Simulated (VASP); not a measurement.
**BN: relaxation of cell and atoms with PBE**

The system is BN.

```
CELL_PARAMETERS angstrom
-1.83779 -0.00326 -1.83980
-1.74915 -3.57535 1.74465
-1.85847 3.69119 1.86700
ATOMIC_POSITIONS crystal
B 0.48582 0.84164 0.10993
B 0.00540 0.38925 0.12862
B 0.03167 0.83719 0.60716
B 0.53486 0.38978 0.64878
N 0.98577 0.77293 0.24705
N 0.52751 0.26540 0.25953
N 0.48557 0.74577 0.73410
N 0.94340 0.25805 0.76482
```

| Property | Result |
| --- | --- |
| Program | VASP 6.6.1 |
| Task | relaxation of cell and atoms |
| Functional | PBE |
| Potentials or basis | VASP PAW PBE potentials, release 64 (B, N) |
| Cutoff | 600 eV |
| k mesh | 6 × 4 × 4 |
| Occupations | gaussian, width 0.1 eV |
| Spin | no spin polarisation |
| Dipole correction | no |
| Further INCAR settings | ALGO = Normal; EDIFF = 1e-06; IBRION = 2; EDIFFG = -0.025; NSW = 80; ISIF = 3 |

| Item | Value |
| --- | --- |
| Relaxed volume | 5.95 Å³/atom |
| Relaxed cell | a = 2.563 Å, b = 4.439 Å, c = 4.439 Å, α = 109.46°, β = 90.00°, γ = 90.00° |
| Space group after relaxing (to 0.1 Å) | F-43m (No. 216) |
| Energy gained by relaxing | 313.1 meV/atom |
| Ionic steps | 13 |
| Pressure after relaxing | 0.0 GPa |
| Largest force after relaxing | 0.020 eV/Å |
| Band gap on the k mesh | 4.45 eV |

Forces in eV/Å, atoms in the order of the input:
```
B    0.013 -0.005  0.014
B    0.003 -0.005 -0.005
B   -0.010  0.003 -0.009
B    0.005 -0.015  0.011
N    0.001  0.011 -0.003
N   -0.014  0.002 -0.008
N   -0.001  0.005 -0.008
N    0.003  0.004  0.008
```

The path:
```
step  energy change (eV)  largest force (eV/Å)  pressure (GPa)  volume (Å³)
   1              0.0000                6.6032            6.44        48.21
   2             -0.1555                6.8084           -4.27        49.85
   3             -2.1961                2.7922           -9.15        49.01
   4             -2.2264                2.6937            6.27        47.00
   5             -2.4358                1.0391           -2.34        47.95
   6             -2.4748                0.7001            2.11        47.36
   7             -2.4892                0.3522            0.45        47.56
   8             -2.5001                0.2094            0.27        47.58
   9             -2.5008                0.2940            0.22        47.59
  10             -2.5047                0.0791           -0.25        47.65
  11             -2.5048                0.0539           -0.17        47.64
  12             -2.5051                0.0329            0.07        47.61
  13             -2.5051                0.0196            0.00        47.62
```

Final structure:
```yaml
crystal:
  lattice:
    - [-1.81239, 0.00005, -1.81247]
    - [-1.81282, -3.62389, 1.81223]
    - [-1.81215, 3.62427, 1.81211]
  atoms:
    - { symbol: B, position: [0.50026, 0.87498, 0.12496] }
    - { symbol: B, position: [0.99990, 0.37502, 0.12508] }
    - { symbol: B, position: [0.99975, 0.87499, 0.62497] }
    - { symbol: B, position: [0.50022, 0.37490, 0.62505] }
    - { symbol: N, position: [0.00004, 0.75007, 0.24995] }
    - { symbol: N, position: [0.49982, 0.25001, 0.25000] }
    - { symbol: N, position: [0.49986, 0.75003, 0.74997] }
    - { symbol: N, position: [0.00015, 0.25000, 0.75001] }
```

Levels at points of the mesh, in eV from the valence-band top:
```csv
k point,band 13,band 14,band 15,band 16,band 17,band 18,band 19,band 20
"(0.00, 0.00, 0.00)",-1.92,-0.01,0.00,0.00,4.45,8.78,8.78,8.78
"(0.50, 0.00, 0.00)",-5.56,-5.56,-2.08,-2.08,9.56,9.56,9.67,9.68
"(0.00, 0.50, 0.00)",-1.13,-1.12,-1.12,-1.12,7.51,7.51,9.56,9.56
"(0.50, 0.50, 0.00)",-3.63,-3.63,-3.63,-3.63,7.51,7.51,7.52,7.52
"(0.00, 0.00, 0.50)",-1.13,-1.13,-1.12,-1.12,7.51,7.51,9.56,9.56
"(0.50, 0.00, 0.50)",-3.63,-3.63,-3.63,-3.63,7.51,7.51,7.52,7.52
"(0.00, 0.50, 0.50)",-2.99,-2.99,-2.08,-2.08,6.76,6.76,9.67,9.67
"(0.50, 0.50, 0.50)",-1.93,-1.93,-1.93,-1.93,4.45,4.45,9.18,9.19
```

Wall time 13 min on 1 thread of Intel Xeon 8259CL (shared host), peak memory 0.2 GiB.

A k mesh can miss the band edges.
